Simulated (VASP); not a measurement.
# AlRu (Pm-3m) in VASP: further runs, part 2 of 3

VASP 6.6.1. The steps go on from the part before.

### 3 Single point, LDA

INCAR

```
ALGO     = Normal         # electronic algorithm
EDIFF    = 1E-7           # SCF threshold, eV
ENCUT    = 520            # plane-wave cutoff, eV
ISIF     = 2              # what is computed and relaxed
ISMEAR   = 0              # smearing method
LASPH    = T              # aspherical terms in the spheres
LCHARG   = F              # write CHGCAR
LREAL    = F              # projectors in reciprocal space
LWAVE    = F              # write WAVECAR
NBANDS   = 16             # bands
NELM     = 100            # most SCF steps
PREC     = Accurate       # precision mode
SIGMA    = 0.1            # smearing width, eV
```

KPOINTS

```
k-points
0
Gamma
  14 14 14
```

POSCAR

```
AlRu
1.0
    2.9537571757      0.0000000000      0.0000000000
    0.0000000000      2.9537571757      0.0000000000
    0.0000000000      0.0000000000      2.9537571757
Al Ru
1 1
Direct
    0.0000000000      0.0000000000      0.0000000000
    0.5000000000      0.5000000000      0.5000000000
```

Potentials or basis: VASP PAW LDA potentials, release 64 (Al, Ru_pv).

Launch:

```
> cat potpaw_LDA.64/Al/POTCAR potpaw_LDA.64/Ru_pv/POTCAR > POTCAR
> mpirun -np 1 vasp_std > vasp.out
```

OUTCAR:

```text
EDIFF = 1E-7
   ENCUT = 520
   ISIF = 2
   ISMEAR = 0
   LASPH = T
   LREAL = F
   NELM = 100
   PREC = Accurate

 ion  position               nearest neighbor table
   1  0.000  0.000  0.000-   2 2.56   2 2.56   2 2.56   2 2.56   2 2.56   2 2.56   2 2.56   2 2.56

   2  0.500  0.500  0.500-   1 2.56   1 2.56   1 2.56   1 2.56   1 2.56   1 2.56   1 2.56   1 2.56

  LATTYP: Found a simple cubic cell.
 ALAT       =     2.9537571757

  Lattice vectors:

 A1 = (   2.9537571757,   0.0000000000,   0.0000000000)
 A2 = (   0.0000000000,   2.9537571757,   0.0000000000)
 A3 = (   0.0000000000,   0.0000000000,   2.9537571757)

Analysis of symmetry for initial positions (statically):
=====================================================================
 Subroutine PRICEL returns:
 Original cell was already a primitive cell.

 Routine SETGRP: Setting up the symmetry group for a
 simple cubic supercell.

 Subroutine GETGRP returns: Found 48 space group operations
 (whereof 48 operations were pure point group operations)
 out of a pool of 48 trial point group operations.

The static configuration has the point symmetry O_h .

Analysis of symmetry for dynamics (positions and initial velocities):
=====================================================================
 Subroutine PRICEL returns:
 Original cell was already a primitive cell.

 Routine SETGRP: Setting up the symmetry group for a
 simple cubic supercell.

 Subroutine GETGRP returns: Found 48 space group operations
 (whereof 48 operations were pure point group operations)
 out of a pool of 48 trial point group operations.

The dynamic configuration has the point symmetry O_h .

 Subroutine INISYM returns: Found 48 space group operations
 (whereof 48 operations are pure point group operations),
 and found     1 'primitive' translations

----------------------------------------------------------------------------------------

                                     Primitive cell

  volume of cell :      25.7706

  direct lattice vectors                    reciprocal lattice vectors
     2.953757176  0.000000000  0.000000000     0.338551865  0.000000000  0.000000000
     0.000000000  2.953757176  0.000000000     0.000000000  0.338551865  0.000000000
     0.000000000  0.000000000  2.953757176     0.000000000  0.000000000  0.338551865

  length of vectors
     2.953757176  2.953757176  2.953757176     0.338551865  0.338551865  0.338551865

  position of ions in fractional coordinates (direct lattice)
     0.000000000  0.000000000  0.000000000
     0.500000000  0.500000000  0.500000000

  ion indices of the primitive-cell ions
   primitive index   ion index
                 1           1
                 2           2

----------------------------------------------------------------------------------------

 KPOINTS: k-points

Automatic generation of k-mesh.
 Grid dimensions read from file:
 generate k-points for:   14   14   14

 Generating k-lattice:

  Cartesian coordinates                     Fractional coordinates (reciprocal lattice)
     0.024182276  0.000000000  0.000000000     0.071428571  0.000000000  0.000000000
     0.000000000  0.024182276  0.000000000     0.000000000  0.071428571  0.000000000
     0.000000000  0.000000000  0.024182276     0.000000000  0.000000000  0.071428571

  Length of vectors
     0.024182276  0.024182276  0.024182276

  Shift w.r.t. Gamma in fractional coordinates (k-lattice)
     0.000000000  0.000000000  0.000000000

 Subroutine IBZKPT returns following result:
 ===========================================

 Found    120 irreducible k-points:

 Following reciprocal coordinates:
            Coordinates               Weight
  0.000000  0.000000  0.000000      1.000000
  0.071429  0.000000  0.000000      6.000000
  0.142857  0.000000  0.000000      6.000000
  0.214286  0.000000  0.000000      6.000000
  0.285714  0.000000  0.000000      6.000000
  0.357143  0.000000  0.000000      6.000000
[... 16 lines left out ...]
  0.285714  0.214286  0.000000     24.000000
  0.357143  0.214286  0.000000     24.000000
 [... further k-points ...]
   k-points           NKPTS =    120   k-points in BZ     NKDIM =    120   number of bands    NBANDS=     16
   number of dos      NEDOS =    301   number of ions     NIONS =      2
   total plane-waves  NPLWV =  13824
   dimension x,y,z NGX =    24 NGY =   24 NGZ =   24
   dimension x,y,z NGXF=    48 NGYF=   48 NGZF=   48
   ions per type =               1   1
   NGX,Y,Z   is equivalent  to a cutoff of  13.51, 13.51, 13.51 a.u.
   NGXF,Y,Z  is equivalent  to a cutoff of  27.02, 27.02, 27.02 a.u.
 SYSTEM =  unknown system
   PREC   = accura    normal or accurate (medium, high low for compatibility)
   ISTART =      0    job   : 0-new  1-cont  2-samecut
   ICHARG =      2    charge: 1-file 2-atom 10-const
   ISPIN  =      1    spin polarized calculation?
   LNONCOLLINEAR =      F non collinear calculations
   LSORBIT =      F    spin-orbit coupling
   LASPH  =      T    aspherical Exc in radial PAW
   ENCUT  =  520.0 eV  38.22 Ry    6.18 a.u.   5.49  5.49  5.49*2*pi/ulx,y,z
   NELM   =    100;   NELMIN=  2; NELMDL= -5     # of ELM steps
   EDIFF  = 0.1E-06   stopping-criterion for ELM
   LREAL  =      F    real-space projection
   EDIFFG = 0.1E-05   stopping-criterion for IOM
   NSW    =      0    number of steps for IOM
   IBRION =     -1    ionic relax: 0-MD 1-quasi-New 2-CG
   NFREE  =      0    steps in history (QN), initial steepest desc. (CG)
   ISIF   =      2    stress and relaxation
   ISYM   =      2    0-nonsym 1-usesym 2-fastsym
   POTIM  = 0.5000    time-step for ionic-motion
   TEBEG  =    0.0;   TEEND  =   0.0 temperature during run
   PSTRESS=    0.0 pullay stress
   NELECT =      17.0000    total number of electrons
   NUPDOWN=      -1.0000    fix difference up-down
   EMIN   =  10.00;   EMAX   =-10.00  energy-range for DOS
   EFERMI =   0.00;   METHOD = LEGACY
   ISMEAR =     0;   SIGMA  =   0.10  broadening in eV -4-tet -1-fermi 0-gaus
   EFERMI_NEDOS =   21; number of points for ismear=-14 and -15
   IALGO  =     38    algorithm
   IMIX   =      4    mixing-type and parameters
     AMIX     =   0.40;   BMIX     =  1.00
     AMIX_MAG =   1.60;   BMIX_MAG =  1.00
  volume/ion in A,a.u.               =      12.89        86.95
  Fermi-wavevector in a.u.,A,eV,Ry     =   1.425114  2.693075 27.632761  2.030951
  Thomas-Fermi vector in A             =   2.545533
   LORBIT       =      0    0 simple, 1 ext, 2 COOP (PROOUT), +10 PAW based schemes
   GGA     = CA    functional components
   LHFCALC =     F    Hartree Fock is set to
   AEXX    =    0.0000 exact exchange contribution
   IVDW    =     0    specifies the selected vdW correction
   LEPSILON=     F    determine dielectric tensor
   LRPA    =     F    only Hartree local field effects (RPA)
 non-spin polarized calculation
 Gauss-broadening in eV      SIGMA  =   0.10
  energy-cutoff  :      520.00
  volume of cell :       25.77
 maximum number of plane-waves:       739
 NGX is ok and might be reduce to    24

 number of electron      16.9999998 magnetization

 Free energy of the ion-electron system (eV)
  ---------------------------------------------------
  ext. energy  EPLUGINS =         0.00000000
  ---------------------------------------------------
  free energy    TOTEN  =       -16.18132588 eV

  energy without entropy =      -16.17232566  energy(sigma->0) =      -16.17682577

 E-fermi :  11.0623     XC(G=0): -12.9900

 val. band max:       11.0452376051   @ k =   0.0714   0.0714   0.0714
 cond. band min:      11.0680842614   @ k =   0.5000   0.2857   0.1429
 fundamental gap:      0.0228466563
 Fermi energy:        11.0622851196

 k-point     1 :       0.0000    0.0000    0.0000
  band No.  band energies     occupation
      1     -30.5152      2.00000
      2     -30.5152      2.00000
      3     -30.5152      2.00000
      4       1.1800      2.00000
      5       7.2602      2.00000
      6       7.2602      2.00000
[... 8 lines left out ...]
     15      22.7398      0.00000
     16      26.7084      0.00000
[... 419 lines left out ...]
 k-point    24 :       0.3571    0.2143    0.0000
  band No.  band energies     occupation
      1     -30.7040      2.00000
      2     -30.5912      2.00000
      3     -30.4898      2.00000
      4       4.1023      2.00000
      5       6.9742      2.00000
      6       8.3660      2.00000
[... 8 lines left out ...]
     15      23.9416      0.00000
     16      25.6481      0.00000

 [... further k-points ...]

------------------------ aborting loop because EDIFF is reached ----------------------------------------

  FORCE on cell =-STRESS in cart. coord.  units (eV):
  Direction    XX          YY          ZZ          XY          YZ          ZX
  --------------------------------------------------------------------------------------
  -------------------------------------------------------------------------------------
  Total        0.1005184      0.1005184      0.1005184     -0.0000000      0.0000000      0.0000000
  in kB        6.2493080      6.2493080      6.2493080     -0.0000000      0.0000000      0.0000000
  external PRESSURE =       6.2493080 kB  Pullay stress =       0.0000000 kB

 VOLUME and BASIS-vectors are now :
 -----------------------------------------------------------------------------
  energy-cutoff  :      520.00
  volume of cell :       25.77
      direct lattice vectors                 reciprocal lattice vectors
     2.953757176  0.000000000  0.000000000     0.338551865  0.000000000  0.000000000
     0.000000000  2.953757176  0.000000000     0.000000000  0.338551865  0.000000000
     0.000000000  0.000000000  2.953757176     0.000000000  0.000000000  0.338551865

 POSITION                                       TOTAL-FORCE (eV/Angst)
 -----------------------------------------------------------------------------------
      0.00000      0.00000      0.00000         0.000000      0.000000      0.000000
      1.47688      1.47688      1.47688         0.000000      0.000000      0.000000
 -----------------------------------------------------------------------------------
    total drift:                                0.000000     -0.000000     -0.000000

  FREE ENERGIE OF THE ION-ELECTRON SYSTEM (eV)
  ---------------------------------------------------
  free  energy   TOTEN  =       -16.1813258781 eV

  energy  without entropy=      -16.1723256577  energy(sigma->0) =      -16.17682577
```

Wall time 35 s (1 thread of Intel Xeon 8259CL, shared host); peak memory 0.16 GiB.

What came out:

```
Free energy            : -16.1813 eV
Pressure               : 0.6 GPa
Band gap on the k mesh : zero (an odd number of electrons rules out a gap without spin polarisation)
```

Levels at points of the mesh, in eV from the Fermi level:
| k point | band 6 | band 7 | band 8 | band 9 | band 10 | band 11 | band 12 | band 13 |
| --- | --- | --- | --- | --- | --- | --- | --- | --- |
| (0.00, 0.00, 0.00) | -3.80 | 0.20 | 0.20 | 0.20 | 6.21 | 6.21 | 6.21 | 11.26 |
| (0.50, 0.00, 0.00) | -2.96 | -1.69 | -1.69 | 0.48 | 2.41 | 7.47 | 11.18 | 11.18 |
| (0.50, 0.50, 0.00) | -1.36 | -1.36 | -1.24 | -1.24 | 1.61 | 5.52 | 6.63 | 10.77 |
| (0.50, 0.50, 0.50) | -4.84 | 1.71 | 1.71 | 2.72 | 4.23 | 4.23 | 4.23 | 8.94 |

### 4 Single point, LDA

This run uses another cell than the first one: it holds 8 atoms, not 2.

INCAR

```
  ALGO = Fast
  EDIFF = 1E-6
  ENCUT = 520
  ISIF = 2
  ISMEAR = 0
  LASPH = True
  LCHARG = False
  LREAL = False
  LWAVE = False
  NBANDS = 44
  NELM = 100
  PREC = Accurate
  SIGMA = 0.15
```

KPOINTS

```
k-points
0
Gamma
  8 8 8
```

POSCAR

```
AlRu
1.0
   -2.9537571757      2.9537571757      2.9537571757
    2.9537571757     -2.9537571757      2.9537571757
    2.9537571757      2.9537571757     -2.9537571757
Al Ru
4 4
Direct
    0.5000000000      0.5000000000      0.0000000000
    0.0000000000      0.0000000000      0.0000000000
    0.0000000000      0.5000000000      0.5000000000
    0.5000000000      0.0000000000      0.5000000000
    0.5000000000      0.5000000000      0.5000000000
    0.0000000000      0.0000000000      0.5000000000
    0.0000000000      0.5000000000      0.0000000000
    0.5000000000      0.0000000000      0.0000000000
```

Launch:

```
> cat potpaw_LDA.64/Al/POTCAR potpaw_LDA.64/Ru_pv/POTCAR > POTCAR
> mpirun -np 1 vasp_std > vasp.out
```

It took 4.2 min on 1 thread of Intel Xeon 8259CL, shared host; peak memory 0.26 GiB.

It converged, with:

```
Free energy            : -64.7566 eV
Pressure               : 0.6 GPa
Band gap on the k mesh : zero (bands 34 and 35 overlap by 3.09 eV)
```

Levels at points of the mesh, in eV from the Fermi level:
```tsv
k point	band 32	band 33	band 34	band 35	band 36	band 37
(0.00, 0.00, 0.00)	-1.26	-1.26	0.18	0.18	0.18	1.59
(0.50, 0.00, 0.00)	-0.84	-0.58	-0.58	0.76	0.76	2.53
(0.50, 0.50, 0.50)	0.45	0.45	1.69	1.69	2.39	2.39
```

(Continued in part 3 of 3.)
